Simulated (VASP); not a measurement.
Input of a VASP 6.6.1 run:

Contents of INCAR:

```
PREC = Accurate ; ENCUT = 500
EDIFF = 1E-6 ; ISMEAR = 0
SIGMA = 0.01 ; LREAL = F
LASPH = T ; NELM = 120
ALGO = Normal ; ISIF = 2
LWAVE = F ; LCHARG = F
GGA = PE ; NBANDS = 21
GGA_COMPAT = F
```

Contents of KPOINTS:

```
regular mesh
0
Gamma
  10 10 10
```

POSCAR

```
Ge
1.0
    0.0150767913      2.8944874860      2.8712358860
    2.8944874860      0.0150767913      2.8712358860
    2.9095642772      2.9095642772     -0.0000000001
Ge
2
Direct
    0.0007077058      0.0007077058     -0.0007077058
    0.2492922942      0.2492922942      0.2507077058
```

Potentials or basis: VASP PAW PBE potentials, release 64 (Ge_d).

The run is started by

```bash
$ cat potpaw_PBE.64/Ge_d/POTCAR > POTCAR
$ mpirun -np 1 vasp_std > vasp.out
```

Task: What does it give for the pressure?

Result: -0.5 GPa.

Task: Predict the band gap on the k mesh.

Result: Zero (bands 14 and 15 overlap by 0.07 eV).

Stress tensor (GPa, compression positive):
```
-0.66 -0.52  0.00
-0.52 -0.66  0.00
 0.00  0.00 -0.15
```

Caveat: semilocal functionals underestimate gaps, so a narrow gap can read as zero.
